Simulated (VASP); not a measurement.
Here is a VASP 6.6.1 calculation.

File INCAR:

```
SYSTEM = ZrB2
PREC = Accurate
ENCUT = 520
EDIFF = 1E-7
ISMEAR = -1
SIGMA = 0.05
LREAL = .FALSE.
LASPH = .TRUE.
NELM = 60
ALGO = Normal
ISIF = 2
LWAVE = .FALSE.
LCHARG = .TRUE.
GGA = CA
LELF = .TRUE.
LVHAR = .TRUE.
NBANDS = 16
```

KPOINTS

```
regular mesh
0
G
  13 13 10
  0 0 0
```

The input POSCAR:

```
ZrB2
1.0
    2.5140659900      0.0000000000      0.0000000000
   -1.2570329950      2.1772450141      0.0000000000
    0.0000000000      0.0000000000      2.8195322717
Zr B
1 2
Direct
    0.0000000000      0.0000000000      0.0000000000
    0.3333333333      0.6666666667      0.5000000000
    0.6666666667      0.3333333333      0.5000000000
```

Potentials or basis: VASP PAW LDA potentials, release 64 (Zr_sv, B).

Run with:

```bash
$ cat potpaw_LDA.64/Zr_sv/POTCAR potpaw_LDA.64/B/POTCAR > POTCAR
$ mpirun -np 1 vasp_std > vasp.out
```

Question: Predict the band gap on the k mesh.

Answer: Zero (band 9 reaches 22.88 eV, above the bottom of band 10 at 19.32 eV).

Question: Predict the pressure.

Answer: 569.4 GPa.

Stress tensor (GPa, compression positive):
```
560.80   0.00   0.00
  0.00 560.80   0.00
  0.00   0.00 586.57
```
